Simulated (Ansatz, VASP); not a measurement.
**BaH: VASP beside Ansatz**

Contents of INCAR:

```
SYSTEM = BaH
ALGO     = Normal         ! electronic algorithm
EDIFF    = 1E-6           ! SCF threshold, eV
EDIFFG   = -0.04          ! ionic threshold
ENCUT    = 600            ! plane-wave cutoff, eV
GGA      = PE             ! functional
IBRION   = 2              ! ionic algorithm
ISIF     = 3              ! what is computed and relaxed
ISMEAR   = 0              ! smearing method
LASPH    = .TRUE.         ! aspherical terms in the spheres
LCHARG   = .FALSE.        ! write CHGCAR
LREAL    = .FALSE.        ! projectors in reciprocal space
LWAVE    = .FALSE.        ! write WAVECAR
NELM     = 60             ! most SCF steps
NSW      = 90             ! ionic steps
PREC     = Accurate       ! precision mode
SIGMA    = 0.1            ! smearing width, eV
```

The input KPOINTS:

```
k-points
0
G
  2 4 4
  0 0 0
```

POSCAR

```
BaH
1.0
   10.8111269557      0.0000000000      0.0000000000
    0.0000000000      3.7797522403      0.0000000000
    0.0000000000      0.0000000000      4.4528588036
Ba H
4 4
Direct
    0.1210000000      0.2500000000      0.1060000000
    0.8790000000      0.7500000000      0.8940000000
    0.3790000000      0.7500000000      0.6060000000
    0.6210000000      0.2500000000      0.3940000000
    0.8520000000      0.2500000000      0.5030000000
    0.1480000000      0.7500000000      0.4970000000
    0.6480000000      0.7500000000      0.0030000000
    0.3520000000      0.2500000000      0.9970000000
```

Input for Ansatz:

```yaml
crystal:
  lattice:
    - [10.8111269557, 0.0, 0.0]
    - [0.0, 3.7797522403, 0.0]
    - [0.0, 0.0, 4.4528588036]
  atoms:
    - { symbol: Ba, position: [0.121, 0.25, 0.106] }
    - { symbol: Ba, position: [0.879, 0.75, 0.894] }
    - { symbol: Ba, position: [0.379, 0.75, 0.606] }
    - { symbol: Ba, position: [0.621, 0.25, 0.394] }
    - { symbol: H, position: [0.852, 0.25, 0.503] }
    - { symbol: H, position: [0.148, 0.75, 0.497] }
    - { symbol: H, position: [0.648, 0.75, 0.003] }
    - { symbol: H, position: [0.352, 0.25, 0.997] }
basis:
  ecutwfc: 420
kpoints:
  mp_grid: { grid: [2, 4, 4] }
hamiltonian:
  xc: pbe
scf:
  occupations: { method: gaussian, width: 0.1 }
  lower_state_search: "off"
output:
  forces: true
  stress: true
  eigenvalues: true
relax:
  adjacent_minimum: "off"
  f_tol: 0.04
  max_steps: 70
  cell: { stress_tol: 0.4 }
```

Alike in both runs: task relaxation of cell and atoms; functional PBE; k mesh 2 × 4 × 4; occupations gaussian, width 0.1 eV; no spin polarisation.

```csv
,VASP,Ansatz
version,VASP 6.6.1,Ansatz 0.2.0
potentials or method,"VASP PAW PBE potentials, release 64 (Ba_sv, H), cutoff 600 eV","scalar-relativistic, plane waves, PAW"
valence electrons in the cell,44,44
```

|  | VASP | Ansatz | Ansatz less VASP |
| --- | --- | --- | --- |
| gap on the k mesh at the Fermi level, each at its own relaxed structure (eV) | none | none | - |
| relaxed volume (Å³/atom) | 28.11 | 24.54 | -3.567 |
| relaxed cell length with the largest relative difference (Å) | 14.753 | 11.828 | -2.9248 |

A gap of «none» marks a metal or a gap that the smearing closes. One of these differences is far larger than is usual between the two programs; its cause wasn't traced.

The k mesh is coarse, so the values compare programs but aren't converged. Neither program's run includes spin-orbit coupling. Noted on VASP's run: the volume moved by over 15 % at a fixed basis, so the end points are rough.
